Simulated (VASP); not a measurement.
Cs, 4 atoms in the cell. Symmetry: P6_3/mmc, No. 194, hexagonal system. Conventional cell: a = 3.830 Å, b = 3.830 Å, c = 12.448 Å, α = 90.00°, β = 90.00°, γ = 120.00°. Cs (site symmetry -3m) has 12 Cs at 3.82 to 3.83 Å within 5.0 Å. Within 5.0 Å of Cs (site symmetry -6m2) lie 12 Cs at 3.82 to 3.83 Å. This isn't the form of Cs at room conditions, which is bcc.

| Property | Result |
| --- | --- |
| Program | VASP 6.6.1 |
| Task | relaxation of cell and atoms |
| Functional | LDA |
| Potentials or basis | VASP PAW LDA potentials, release 64 (Cs_sv) |
| Cutoff | 500 eV |
| k mesh | 10 × 10 × 3 |
| Occupations | fermi-dirac, width 0.05 eV |
| Spin | no spin polarisation |
| Target pressure | 5 GPa |
| Dipole correction | no |
| Further INCAR settings | ALGO = Normal; EDIFF = 1e-07; IBRION = 2; EDIFFG = -0.005; NSW = 60; ISIF = 3 |

Potentials or basis: VASP PAW LDA potentials, release 64 (Cs_sv).

The run is started by

```sh
$ cat potpaw_LDA.64/Cs_sv/POTCAR > POTCAR
$ mpirun -np 1 vasp_std > vasp.out
```

Hardware: 1 thread of Intel(R) Xeon(R) Platinum 8488C (Sapphire Rapids) (shared host).

**Question.** How long does it take, and how much memory?

**Answer.** Run time: 5 min on 1 thread of Intel(R) Xeon(R) Platinum 8488C (Sapphire Rapids) (shared host), peak memory 0.25 GiB. Counts: scf iterations 52, k points 28, ion steps 6.
